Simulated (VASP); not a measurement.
Runs of VASP 6.6.1 on Sn. The structure is that of space group Fd-3m (No. 227), or close to it. The cells are those of the table. 

```csv
task,cell,k mesh,smearing,gap on the mesh (eV),pressure (GPa)
single point,"a = 4.549 Å, angles 60.0°, 2 atoms",12 × 12 × 12,fermi-dirac 0.15 eV,none,(a)
single point,"a = 4.578 Å, angles 60.0°, 2 atoms",12 × 12 × 12,gaussian 0.1 eV,none,0.0
single point,"a = 4.579 Å, angles 60.0°, 2 atoms",12 × 12 × 12,fermi-dirac 0.15 eV,none,0.0
single point,"a = 4.590 Å, angles 60.0°, 2 atoms",6 × 6 × 6,gaussian 0.1 eV,none,-0.3
```

Alike in all rows: level LDA; potentials or basis VASP PAW LDA potentials, release 64 (Sn_d); no spin polarisation; cutoff (eV) 520.

Estimate the missing entries.

(a) 1.0.

Caveats: spin-orbit coupling is left out, which moves the levels of the heavy elements.

A k mesh can miss the band edges, and the runs leave out spin-orbit coupling on Sn.

A gap of «none» marks levels without a gap at the run's occupations.
